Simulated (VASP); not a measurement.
Write the native input for VASP 6.6.1 that does the following.

```
Task                   : relaxation of cell and atoms
Functional             : PBE
Potentials or basis    : VASP PAW PBE potentials, release 64 (Be)
Cutoff                 : 600 eV
k mesh                 : 15 × 15 × 15
Occupations            : fermi-dirac, width 0.05 eV
Spin                   : no spin polarisation
Dipole correction      : no
Further INCAR settings : ALGO = Normal; EDIFF = 1e-06; IBRION = 2; EDIFFG = -0.005; NSW = 100; ISIF = 3
```

The structure of Be lies in POSCAR:

```
Be
1.0
    2.2322827293      0.0000000000      0.0000000000
    0.0000000000      2.2322827293      0.0000000000
    0.0000000000      0.0000000000      2.2322827293
Be
1
Direct
    0.0000000000      0.0000000000      0.0000000000
```

The input as run:

INCAR

```
ALGO = Normal
EDIFF = 1E-6
EDIFFG = -0.005
ENCUT = 600
GGA = PE
IBRION = 2
ISIF = 3
ISMEAR = -1
LASPH = T
LCHARG = F
LREAL = F
LWAVE = F
NELM = 80
NSW = 100
PREC = Accurate
SIGMA = 0.05
```

KPOINTS

```
k-points
0
Gamma
  15 15 15
```

Potentials or basis: VASP PAW PBE potentials, release 64 (Be).

The run is started by

```sh
$ cat potpaw_PBE.64/Be/POTCAR > POTCAR
$ mpirun -np 1 vasp_std > vasp.out
```

Results of the run:

The relaxed volume is 10.27 Å³/atom, the relaxed cell is a = 2.173 Å, b = 2.173 Å, c = 2.173 Å, α = 90.00°, β = 90.00°, γ = 90.00° and the space group after relaxing (to 0.05 Å) is Pm-3m (No. 221). The energy gained by relaxing is 14.9 meV/atom and the ionic steps are 4. The pressure after relaxing is 0.0 GPa and the band gap on the k mesh is zero (band 1 reaches 9.66 eV, above the bottom of band 2 at 3.26 eV).

Run time: 6.5 s on 1 thread of Intel(R) Xeon(R) 6975P-C (Granite Rapids), with other jobs on the host, peak memory 0.12 GiB.
